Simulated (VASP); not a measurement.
A run of VASP 6.6.1 is set up as follows.

INCAR

```
  PREC = Accurate
  ENCUT = 520
  EDIFF = 1E-7
  ISMEAR = 0
  SIGMA = 0.15
  LREAL = F
  LASPH = T
  NELM = 80
  ALGO = Normal
  ISIF = 2
  LWAVE = F
  LCHARG = T
  GGA = PE
  LELF = T
  LVHAR = T
  NBANDS = 20
```

The input KPOINTS:

```
Automatic mesh
0
Gamma
  7 7 5
```

File POSCAR:

```
Li4NO
1.0
    3.2906313301      0.0000000000      0.0000000000
    0.0000000000      3.2906313301      0.0000000000
    0.0000000000      0.0000000000      4.9033860084
Li N O
4 1 1
Direct
    0.0000000000      0.5000000000      0.2638480000
    0.5000000000      0.0000000000      0.7361520000
    0.0000000000      0.5000000000      0.7361520000
    0.5000000000      0.0000000000      0.2638480000
    0.0000000000      0.0000000000      0.0000000000
    0.5000000000      0.5000000000      0.5000000000
```

Potentials or basis: VASP PAW PBE potentials, release 64 (Li_sv, N, O).

The run is started by

```bash
$ cat potpaw_PBE.64/Li_sv/POTCAR potpaw_PBE.64/N/POTCAR potpaw_PBE.64/O/POTCAR > POTCAR
$ mpirun -np 1 vasp_std > vasp.out
```

Problem. What does it give for the largest force?

Solution. 0.034 eV/Å.

Forces on the atoms (eV/Å):
```
Li   0.000  0.000 -0.034
Li   0.000  0.000  0.034
Li   0.000  0.000  0.034
Li   0.000  0.000 -0.034
N    0.000  0.000  0.000
O    0.000  0.000  0.000
```

Caveat: an odd number of electrons without spin polarisation forces a metal; a magnetic or distorted state may lie lower.
